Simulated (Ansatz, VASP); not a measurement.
One calculation of B5Ru3, two programs

INCAR

```
  ALGO = Normal
  EDIFF = 1E-7
  EDIFFG = -0.08
  ENCUT = 600
  GGA = PE
  IBRION = 2
  ISIF = 3
  ISMEAR = 0
  LASPH = True
  LCHARG = False
  LREAL = False
  LWAVE = False
  NELM = 100
  NSW = 36
  PREC = Accurate
  SIGMA = 0.2
```

File KPOINTS:

```
k-points
0
Gamma
  6 6 2
```

The input POSCAR:

```
B5Ru3
1.0
    2.9000000000      0.0000000000      0.0000000000
   -1.4500000000      2.5114736700      0.0000000000
    0.0000000000      0.0000000000     10.3000000000
B Ru
5 3
Direct
    0.3333333300      0.6666666700      0.6480000000
    0.6666666700      0.3333333300      0.7140000000
    0.3333333300      0.6666666700      0.3520000000
    0.6666666700      0.3333333300      0.2860000000
    0.6666666700      0.3333333300      0.0000000000
    0.3333333300      0.6666666700      0.1380000000
    0.3333333300      0.6666666700      0.8620000000
    0.6666666700      0.3333333300      0.5000000000
```

Input for Ansatz:

```yaml
crystal:
  lattice:
    - [2.9, 0.0, 0.0]
    - [-1.45, 2.51147367, 0.0]
    - [0.0, 0.0, 10.3]
  atoms:
    - { symbol: B, position: [0.33333333, 0.66666667, 0.648] }
    - { symbol: B, position: [0.66666667, 0.33333333, 0.714] }
    - { symbol: B, position: [0.33333333, 0.66666667, 0.352] }
    - { symbol: B, position: [0.66666667, 0.33333333, 0.286] }
    - { symbol: B, position: [0.66666667, 0.33333333, 0.0] }
    - { symbol: Ru, position: [0.33333333, 0.66666667, 0.138] }
    - { symbol: Ru, position: [0.33333333, 0.66666667, 0.862] }
    - { symbol: Ru, position: [0.66666667, 0.33333333, 0.5] }
basis:
  ecutwfc: 420
kpoints:
  mp_grid: { grid: [6, 6, 2] }
hamiltonian:
  xc: pbe
scf:
  occupations: { method: gaussian, width: 0.2 }
  lower_state_search: "off"
output:
  forces: true
  stress: true
  eigenvalues: true
relax:
  adjacent_minimum: "off"
  f_tol: 0.08
  max_steps: 16
  cell: { stress_tol: 0.8 }
```

Alike in both runs: task relaxation of cell and atoms; functional PBE; k mesh 6 × 6 × 2; occupations gaussian, width 0.2 eV; no spin polarisation.

```csv
,VASP,Ansatz
version,VASP 6.6.1,Ansatz 0.2.0
potentials or method,"VASP PAW PBE potentials, release 64 (B, Ru_pv), cutoff 600 eV","scalar-relativistic, plane waves, PAW"
valence electrons in the cell,57,63
```

```tsv
	VASP	Ansatz	Ansatz less VASP
gap on the k mesh at the Fermi level, each at its own relaxed structure (eV)	none	none	-
relaxed volume (Å³/atom)	9.26	9.25	-0.009
relaxed cell length with the largest relative difference (Å)	2.918	2.917	-0.0015
```

A gap of «none» marks a metal or a gap that the smearing closes. VASP's potentials hold 57 valence electrons a cell and Ansatz's 63, so a difference there can come from the potentials and not from the codes.

The k mesh is coarse, so the values compare programs but aren't converged.
